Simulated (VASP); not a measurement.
Wanted: the native input for a VASP 6.6.1 run.

```yaml
Task: relaxation of cell and atoms
Functional: PBE
Potentials_or_basis: VASP PAW PBE potentials, release 64 (B, Te)
Cutoff: 500 eV
k_mesh: 6 × 6 × 6
Occupations: fermi-dirac, width 0.0148 eV
Spin: no spin polarisation
Dipole_correction: no
Further_INCAR_settings: ALGO = Normal; EDIFF = 1e-07; IBRION = 2; EDIFFG = -0.03; NSW = 80; ISIF = 3
```

The structure of B2Te3 lies in POSCAR:

```
B2Te3
1.0
    3.7713660000      0.0000000000      0.0000000000
   -1.8856830000      3.2661010000      0.0000000000
   -1.8856830000      1.0887000000      8.8619740000
B Te
2 3
Direct
    0.6000000000      0.4000000000      0.8000000000
    0.4000000000      0.6000000000      0.2000000000
    0.7890000000      0.2110000000      0.3670000000
    0.2110000000      0.7890000000      0.6330000000
    0.0000000000      0.0000000000      0.0000000000
```

These files were run (other wordings do the same):

INCAR

```
ALGO = Normal
EDIFF = 1E-7
EDIFFG = -0.03
ENCUT = 500
GGA = PE
GGA_COMPAT = F
IBRION = 2
ISIF = 3
ISMEAR = -1
LASPH = T
LCHARG = F
LREAL = F
LWAVE = F
NELM = 120
NELMIN = 4
NSW = 80
PREC = Accurate
SIGMA = 0.0148
```

KPOINTS

```
k-points
0
Gamma
  6 6 6
```

Potentials or basis: VASP PAW PBE potentials, release 64 (B, Te).

The run is started by

```console
$ cat potpaw_PBE.64/B/POTCAR potpaw_PBE.64/Te/POTCAR > POTCAR
$ mpirun -np 1 vasp_std > vasp.out
```

It gave:

| Quantity | Value |
| --- | --- |
| Relaxed volume | 21.51 Å³/atom |
| Relaxed cell | a = 3.515 Å, b = 3.515 Å, c = 10.255 Å, α = 80.13°, β = 99.87°, γ = 120.00° |
| Space group after relaxing (to 0.05 Å) | R-3m (No. 166) |
| Energy gained by relaxing | 281.1 meV/atom |
| Ionic steps | 31 |
| Pressure after relaxing | 0.1 GPa |
| Largest force after relaxing | 0.013 eV/Å |
| Band gap on the k mesh | zero (band 12 reaches 8.06 eV, above the bottom of band 13 at 7.04 eV) |

Caveat: spin-orbit coupling is left out, which moves the levels of the heavy elements; this functional lacks dispersion, which binds the layers, so the pressure and a relaxed spacing across them are unreliable.

Wall time 22 min on 1 thread of Intel(R) Xeon(R) Platinum 8259CL CPU @ 2.50GHz (Skylake/Cascade Lake), with other jobs on the host, peak memory 0.26 GiB.
